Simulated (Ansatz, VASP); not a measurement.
**One calculation of Al2Cu, two programs**

The input INCAR:

```
SYSTEM = Al2Cu
ALGO = Fast ; EDIFF = 1E-7
ENCUT = 520 ; GGA = PS
ISIF = 2 ; ISMEAR = 0
LASPH = .True. ; LCHARG = .True.
LELF = .True. ; LREAL = .False.
LVHAR = .True. ; LWAVE = .False.
NBANDS = 16 ; NELM = 80
PREC = Accurate ; SIGMA = 0.1
```

Contents of KPOINTS:

```
k-points
0
Gamma
  10 10 14
  0 0 0
```

Contents of POSCAR:

```
Al2Cu
1.0
    4.1542799767      0.0000000000      0.0000000000
    0.0000000000      4.1542799767      0.0000000000
    0.0000000000      0.0000000000      2.7524143235
Al Cu
2 1
Direct
    0.5000000000      0.0000000000      0.5000000000
    0.0000000000      0.5000000000      0.5000000000
    0.0000000000      0.0000000000      0.0000000000
```

Input for Ansatz:

```yaml
crystal:
  lattice:
    - [4.1542799767, 0.0, 0.0]
    - [0.0, 4.1542799767, 0.0]
    - [0.0, 0.0, 2.7524143235]
  atoms:
    - { symbol: Al, position: [0.5, 0.0, 0.5] }
    - { symbol: Al, position: [0.0, 0.5, 0.5] }
    - { symbol: Cu, position: [0.0, 0.0, 0.0] }
basis:
  ecutwfc: 420
kpoints:
  mp_grid: { grid: [10, 10, 14] }
hamiltonian:
  xc: pbesol
scf:
  occupations: { method: gaussian, width: 0.1 }
output:
  forces: true
  stress: true
  eigenvalues: true
```

Alike in both runs: task single point; functional PBEsol; k mesh 10 × 10 × 14; occupations gaussian, width 0.1 eV; no spin polarisation.

```csv
,VASP,Ansatz
version,VASP 6.6.1,Ansatz 0.2.0
potentials or method,"VASP PAW PBE potentials, release 64 (Al, Cu), cutoff 520 eV","scalar-relativistic, plane waves, PAW"
valence electrons in the cell,17,25
```

|  | VASP | Ansatz | Ansatz less VASP |
| --- | --- | --- | --- |
| gap on the k mesh at the Fermi level (eV) | none | none | - |
| pressure (GPa) | 0.4 | 0.4 | +0.05 |
| traceless stress, the component that is largest in VASP (GPa) | 2.45 | 2.52 | +0.062 |

VASP's potentials were made for PBE, not for PBEsol. A gap of «none» marks a metal or a gap that the smearing closes. With one functional, cell and mesh, what is left measures potentials, basis and numerics. VASP's potentials hold 17 valence electrons a cell and Ansatz's 25, so a difference there can come from the potentials and not from the codes.
